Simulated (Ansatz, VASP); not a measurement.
Ta5W in VASP and in Ansatz

```
W Ta
1.0
     3.31955    0.00000    0.00000
     0.00000    3.31955    0.00000
     0.00000    0.00000   24.29890
W Ta
1 5
Direct
  0.25000 0.25000 0.33675
  0.75000 0.75000 0.39678
  0.25000 0.25000 0.46440
  0.75000 0.75000 0.53560
  0.25000 0.25000 0.60322
  0.75000 0.75000 0.66325
```

Alike in both runs: task single point; functional PBE; k mesh 12 × 12 × 1; occupations fermi-dirac, width 0.08 eV; no spin polarisation.

|  | VASP | Ansatz |
| --- | --- | --- |
| version | VASP 6.6.1 | Ansatz 0.2.0 |
| potentials or method | VASP PAW PBE potentials, release 64 (W_sv, Ta_pv), cutoff 520 eV | all-electron LAPW, scalar-relativistic |

Ansatz gave:

| Property | Result |
| --- | --- |
| rms of the force components (eV/Å) | 0.427 |

Estimate VASP's values.

rms of the force components (eV/Å): 0.425.

Atom by atom the forces differ by 0.004 eV/Å (rms over components). Ansatz ran all-electron here, and VASP with PAW potentials. Ansatz's warnings: vacuum below fermi.

Spin-orbit coupling is off throughout.
